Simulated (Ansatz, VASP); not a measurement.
One calculation of GaSb, two programs

INCAR

```
SYSTEM = GaSb
PREC = Accurate
ENCUT = 520
EDIFF = 1E-7
ISMEAR = -1
SIGMA = 0.08
LREAL = .FALSE.
LASPH = .TRUE.
NELM = 150
ALGO = Normal
ISIF = 2
LWAVE = .FALSE.
LCHARG = .FALSE.
LNONCOLLINEAR = .TRUE.
MAGMOM = 0 0 0 0 0 0
LORBIT = 11
LSORBIT = .TRUE.
GGA_COMPAT = .FALSE.
LORBMOM = .TRUE.
GGA = PE
NBANDS = 30
```

The input KPOINTS:

```
regular mesh
0
G
  9 9 9
  0 0 0
```

POSCAR

```
GaSb
1.0
    0.0000000000      3.1080583506      3.1080583506
    3.1080583506      0.0000000000      3.1080583506
    3.1080583506      3.1080583506      0.0000000000
Ga Sb
1 1
Direct
    0.0000000000      0.0000000000      0.0000000000
    0.2500000000      0.2500000000      0.2500000000
```

Input for Ansatz:

```yaml
crystal:
  lattice:
    - [0.0, 3.1080583506, 3.1080583506]
    - [3.1080583506, 0.0, 3.1080583506]
    - [3.1080583506, 3.1080583506, 0.0]
  atoms:
    - { symbol: Ga, position: [0.0, 0.0, 0.0] }
    - { symbol: Sb, position: [0.25, 0.25, 0.25] }
kpoints:
  mp_grid: { grid: [9, 9, 9] }
  band_path:
    path:
      - [0.0, 0.0, 0.0]
      - [-0.5, -0.5, 0.0]
      - [-0.375, -0.375, 0.25]
      - [-0.375, 0.0, 0.375]
      - [0.0, 0.0, 0.0]
      - [0.0, 0.0, 0.5]
      - [-0.5, -0.25, 0.25]
      - [-0.5, -0.5, 0.0]
    npoints: 5
scf:
  occupations: { method: fermi_dirac, width: 0.08 }
hamiltonian:
  xc: pbe
  pseudopotentials: { kind: all_electron, lapw: { basis_error: 0.001 } }
output:
  forces: true
  stress: true
  eigenvalues: true
magnetization:
  noncollinear: true
  spin_orbit: true
```

Alike in both runs: task single point; functional PBE; k mesh 9 × 9 × 9; occupations fermi-dirac, width 0.08 eV; non-collinear spin, spin-orbit coupling.

|  | VASP | Ansatz |
| --- | --- | --- |
| version | VASP 6.6.1 | Ansatz 0.2.0 |
| potentials or method | VASP PAW PBE potentials, release 64 (Ga_d, Sb), cutoff 520 eV | all-electron LAPW |

Ansatz gave:

```
pressure (GPa)           : 0.0
net moment per atom (μB) : 0.00
```

Question: What did VASP give for the same quantities?

Answer: Pressure (GPa): 0.1; net moment per atom (μB): 0.00.

Ansatz ran all-electron here, and VASP with PAW potentials.
